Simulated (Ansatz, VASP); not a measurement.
**Two plane-wave programs on CuO**

```
Cu O
1.0
     2.87950    0.00000    0.00000
     0.03907    2.87928    0.00000
     0.01750    0.01724    5.17634
Cu O
2 2
Direct
  0.00000 0.50000 0.00000
  0.50000 0.00000 0.50000
  0.99842 0.00167 0.74989
  0.00158 0.99833 0.25011
```

Alike in both runs: task relaxation of cell and atoms; functional PBEsol; k mesh 9 × 9 × 5; occupations fermi-dirac, width 0.05 eV; no spin polarisation; Hubbard terms Cu d U = 6.0 eV.

|  | VASP | Ansatz |
| --- | --- | --- |
| version | VASP 6.6.1 | Ansatz 0.2.0 |
| potentials or method | VASP PAW PBE potentials, release 64 (Cu, O) | Ansatz PAW |
| plane-wave cutoff (eV) | 600 | 420 |
| valence electrons in the cell | 34 | 50 |

|  | VASP | Ansatz | Ansatz less VASP |
| --- | --- | --- | --- |
| gap on the k mesh at the Fermi level, each at its own relaxed structure (eV) | none | none | - |
| relaxed volume (Å³/atom) | 10.38 | 10.89 | +0.502 |
| relaxed length of the cell vector where the two differ most in proportion (Å) | 2.863 | 2.916 | +0.0534 |

VASP's potentials were made for PBE, not for PBEsol. The programs project onto different local orbitals, so the same U acts differently, and such runs can settle in different states. A gap of «none» marks a metal or a gap that the smearing closes. VASP's potentials hold 34 valence electrons a cell and Ansatz's 50, so a difference there can come from the potentials and not from the codes.

Noted on Ansatz's run: the plane-wave basis is chosen anew once the cell has moved, so the energies of steps on either side of that aren't comparable.
